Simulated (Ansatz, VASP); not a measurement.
# Cd2Se3: VASP beside Ansatz

```
Cd Se
1.0
     4.83154    0.00000    0.00000
    -2.41577    4.18423    0.00000
     0.00000    0.00000    5.99277
Cd Se
2 3
Cartesian
  0.0000 0.0000 0.0000
  0.0000 2.7895 2.9964
  2.4158 1.3947 1.4519
  2.4158 1.3947 4.5409
  0.0000 0.0000 2.9964
```

Change from the starting cell: species swapped into the Co3Ge2 type (P-6m2, No. 187).

Alike in both runs: task relaxation of cell and atoms; functional PBE; k mesh 4 × 4 × 3; occupations gaussian, width 0.2 eV; no spin polarisation.

|  | VASP | Ansatz |
| --- | --- | --- |
| version | VASP 6.6.1 | Ansatz 0.2.0 |
| potentials or method | VASP PAW PBE potentials, release 64 (Cd, Se), cutoff 600 eV | scalar-relativistic, plane waves, PAW |
| valence electrons in the cell | 42 | 88 |

VASP gave:

- gap on the k mesh at the Fermi level, each at its own relaxed structure (eV): none
- relaxed volume (Å³/atom): 29.96
- relaxed length of the cell vector where the two differ most in proportion (Å): 8.810

**Question.** What did Ansatz give for the same quantities?

**Answer.** gap on the k mesh at the Fermi level, each at its own relaxed structure (eV): none; relaxed volume (Å³/atom): 29.47; relaxed length of the cell vector where the two differ most in proportion (Å): 8.687.

A gap of «none» marks a metal or a gap that the smearing closes. VASP's potentials hold 42 valence electrons a cell and Ansatz's 88, so a difference there can come from the potentials and not from the codes.

The k mesh is coarse, so the values compare programs but aren't converged. Noted on VASP's run: the volume moved by over 15 % at a fixed basis, so the end points are rough.
